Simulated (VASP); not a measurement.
# GaP (F-43m) in VASP: a series of runs, part 2 of 2

VASP 6.6.1.

### 5 Single point, PBEsol

This run uses another cell than the first one, of 20.24 Å³/atom, 1.006 times its volume.

Input file INCAR:

```
ALGO = Normal
EDIFF = 1E-6
ENCUT = 500
GGA = PS
GGA_COMPAT = F
ISIF = 2
ISMEAR = 0
LASPH = T
LCHARG = F
LREAL = F
LWAVE = F
NBANDS = 16
NELM = 120
PREC = Accurate
SIGMA = 0.1
```

Input file KPOINTS:

```
k-points
0
Gamma
  6 6 6
```

Input file POSCAR:

```
GaP
1.0
    0.0000000000      2.7252500000      2.7252500000
    2.7252500000      0.0000000000      2.7252500000
    2.7252500000      2.7252500000      0.0000000000
Ga P
1 1
Direct
    0.0000000000      0.0000000000      0.0000000000
    0.7500000000      0.7500000000      0.7500000000
```

Potentials or basis: VASP PAW PBE potentials, release 64 (Ga_d, P).

Command:

```bash
$ cat potpaw_PBE.64/Ga_d/POTCAR potpaw_PBE.64/P/POTCAR > POTCAR
$ mpirun -np 1 vasp_std > vasp.out
```

OUTCAR:

```text
EDIFF = 1E-6
   ENCUT = 500
   GGA = PS
   ISIF = 2
   ISMEAR = 0
   LASPH = T
   LREAL = F
   NELM = 120
   PREC = Accurate

 ion  position               nearest neighbor table
   1  0.000  0.000  0.000-   2 2.36   2 2.36   2 2.36   2 2.36
   2  0.750  0.750  0.750-   1 2.36   1 2.36   1 2.36   1 2.36

  LATTYP: Found a face centered cubic cell.
 ALAT       =     5.4505000000

  Lattice vectors:

 A1 = (   0.0000000000,   2.7252500000,   2.7252500000)
 A2 = (   2.7252500000,   0.0000000000,   2.7252500000)
 A3 = (   2.7252500000,   2.7252500000,   0.0000000000)

Analysis of symmetry for initial positions (statically):
=====================================================================
 Subroutine PRICEL returns:
 Original cell was already a primitive cell.

 Routine SETGRP: Setting up the symmetry group for a
 face centered cubic supercell.

 Subroutine GETGRP returns: Found 24 space group operations
 (whereof 24 operations were pure point group operations)
 out of a pool of 48 trial point group operations.

The static configuration has the point symmetry T_d .

Analysis of symmetry for dynamics (positions and initial velocities):
=====================================================================
 Subroutine PRICEL returns:
 Original cell was already a primitive cell.

 Routine SETGRP: Setting up the symmetry group for a
 face centered cubic supercell.

 Subroutine GETGRP returns: Found 24 space group operations
 (whereof 24 operations were pure point group operations)
 out of a pool of 48 trial point group operations.

The dynamic configuration has the point symmetry T_d .

 Subroutine INISYM returns: Found 24 space group operations
 (whereof 24 operations are pure point group operations),
 and found     1 'primitive' translations

[... 100 lines left out ...]
   ISMEAR =     0;   SIGMA  =   0.10  broadening in eV -4-tet -1-fermi 0-gaus
   EFERMI_NEDOS =   21; number of points for ismear=-14 and -15
   IALGO  =     38    algorithm
   IMIX   =      4    mixing-type and parameters
     AMIX     =   0.40;   BMIX     =  1.00
     AMIX_MAG =   1.60;   BMIX_MAG =  1.00
  volume/ion in A,a.u.               =      20.24       136.59
  Fermi-wavevector in a.u.,A,eV,Ry     =   1.249538  2.361284 21.243377  1.561344
  Thomas-Fermi vector in A             =   2.383574
   LORBIT       =      0    0 simple, 1 ext, 2 COOP (PROOUT), +10 PAW based schemes
   GGA     = PS    functional components
   LHFCALC =     F    Hartree Fock is set to
   AEXX    =    0.0000 exact exchange contribution
   IVDW    =     0    specifies the selected vdW correction
   LEPSILON=     F    determine dielectric tensor
   LRPA    =     F    only Hartree local field effects (RPA)
 non-spin polarized calculation
 Gauss-broadening in eV      SIGMA  =   0.10
  energy-cutoff  :      500.00
  volume of cell :       40.48
 maximum number of plane-waves:      1056
   NGX = 13   NGY = 13   NGZ = 13

 number of electron      18.0000016 magnetization

 Free energy of the ion-electron system (eV)
  ---------------------------------------------------
  ext. energy  EPLUGINS =         0.00000000
  ---------------------------------------------------
  free energy    TOTEN  =        -9.90563085 eV

  energy without entropy =       -9.90563085  energy(sigma->0) =       -9.90563085

 E-fermi :   5.0208     XC(G=0): -10.0187

 val. band max:        4.5754969326   @ k =   0.0000   0.0000   0.0000
 cond. band min:       6.0874048289   @ k =   0.5000   0.5000   0.0000
 fundamental gap:      1.5119078963
 Fermi energy:         5.0207869679

 k-point     1 :       0.0000    0.0000    0.0000
  band No.  band energies     occupation
      1      -9.9729      2.00000
      2      -9.9729      2.00000
      3      -9.9729      2.00000
      4      -9.8724      2.00000
      5      -9.8724      2.00000
      6      -7.9500      2.00000
[... 281 lines left out ...]
      3      -9.9123      2.00000
      4      -9.8935      2.00000
      5      -9.8592      2.00000
      6      -4.8750      2.00000
[... 8 lines left out ...]
     15      16.4623      0.00000
     16      18.1603      0.00000

------------------------ aborting loop because EDIFF is reached ----------------------------------------

  FORCE on cell =-STRESS in cart. coord.  units (eV):
  Direction    XX          YY          ZZ          XY          YZ          ZX
  --------------------------------------------------------------------------------------
  -------------------------------------------------------------------------------------
  Total       -0.1578898     -0.1578898     -0.1578898      0.0000000      0.0000000      0.0000000
  in kB       -6.2490720     -6.2490720     -6.2490720      0.0000000      0.0000000      0.0000000
  external PRESSURE =      -6.2490720 kB  Pullay stress =       0.0000000 kB

 VOLUME and BASIS-vectors are now :
 -----------------------------------------------------------------------------
  energy-cutoff  :      500.00
  volume of cell :       40.48
      direct lattice vectors                 reciprocal lattice vectors
     0.000000000  2.725250000  2.725250000    -0.183469406  0.183469406  0.183469406
     2.725250000  0.000000000  2.725250000     0.183469406 -0.183469406  0.183469406
     2.725250000  2.725250000  0.000000000     0.183469406  0.183469406 -0.183469406

 POSITION                                       TOTAL-FORCE (eV/Angst)
 -----------------------------------------------------------------------------------
      0.00000      0.00000      0.00000        -0.000000     -0.000000     -0.000000
      4.08788      4.08788      4.08788         0.000000      0.000000      0.000000
 -----------------------------------------------------------------------------------
    total drift:                               -0.000001     -0.000001     -0.000001

  FREE ENERGIE OF THE ION-ELECTRON SYSTEM (eV)
  ---------------------------------------------------
  free  energy   TOTEN  =        -9.9056308482 eV

  energy  without entropy=       -9.9056308482  energy(sigma->0) =       -9.90563085
```

Wall time 7.3 s (1 thread of AMD EPYC 7R13 (Zen 3), shared host); peak memory 0.12 GiB.

What came out:

```yaml
Free_energy: -9.9056 eV
Pressure: -0.6 GPa
Band_gap_on_the_k_mesh: 1.51 eV, indirect (least direct gap 1.75 eV)
```

Caveat: the PAW data sets were made with another functional, which shifts forces and pressure a little.

### 6 Overview

```csv
task,cell,k mesh,cutoff (eV),smearing,gap on the mesh (eV),pressure (GPa)
single point,"a = 3.846 Å, angles 60.0°, 2 atoms",8 × 8 × 8,520,gaussian 0.02 eV,1.50,-0.1
single point,"a = 3.846 Å, angles 60.0°, 2 atoms",10 × 10 × 10,520,gaussian 0.05 eV,1.47,-0.1
relaxation of cell and atoms,"relaxed from a = 3.854 Å, angles 60.0°, 2 atoms",8 × 8 × 8,600,gaussian 0.02 eV,1.50,0.0
single point,"a = 3.854 Å, angles 60.0°, 2 atoms",6 × 6 × 6,500,gaussian 0.1 eV,1.51,-0.6
```

Alike in all rows: level PBEsol; potentials or basis VASP PAW PBE potentials, release 64 (Ga_d, P); no spin polarisation.

Caveats: the PAW data sets were made with another functional, which shifts forces and pressure a little.

Absolute energies hang on the potentials; compare differences alone.

### 7 Comparison with measurements

Step 2. Measured gap of GaP: 2.34 eV (indirect; 10 K; quoted in “Stacking defects in GaP nanowires: Electronic structure and optical properties”, 2018, arxiv:1810.01194). This calculation gives 1.50 eV (-0.84 eV). Spin-orbit coupling on Ga is left out. The value is that of PBEsol on a finite k mesh, which can miss the band edges, without temperature or zero-point motion. Semilocal functionals fall short of measured gaps as a rule.

Step 3. Against the measured gap of GaP, 2.34 eV (indirect; 10 K; quoted in “Stacking defects in GaP nanowires: Electronic structure and optical properties”, 2018, arxiv:1810.01194), the calculated 1.47 eV is off by -0.87 eV. Spin-orbit coupling on Ga is left out. The value is that of PBEsol on a finite k mesh, which can miss the band edges, without temperature or zero-point motion. Semilocal functionals fall short of measured gaps as a rule.

Step 5. Against the measured gap of GaP, 2.34 eV (indirect; 10 K; quoted in “Stacking defects in GaP nanowires: Electronic structure and optical properties”, 2018, arxiv:1810.01194), the calculated 1.51 eV is off by -0.83 eV. Spin-orbit coupling on Ga is left out. The value is that of PBEsol on a finite k mesh, which can miss the band edges, without temperature or zero-point motion. Semilocal functionals fall short of measured gaps as a rule.
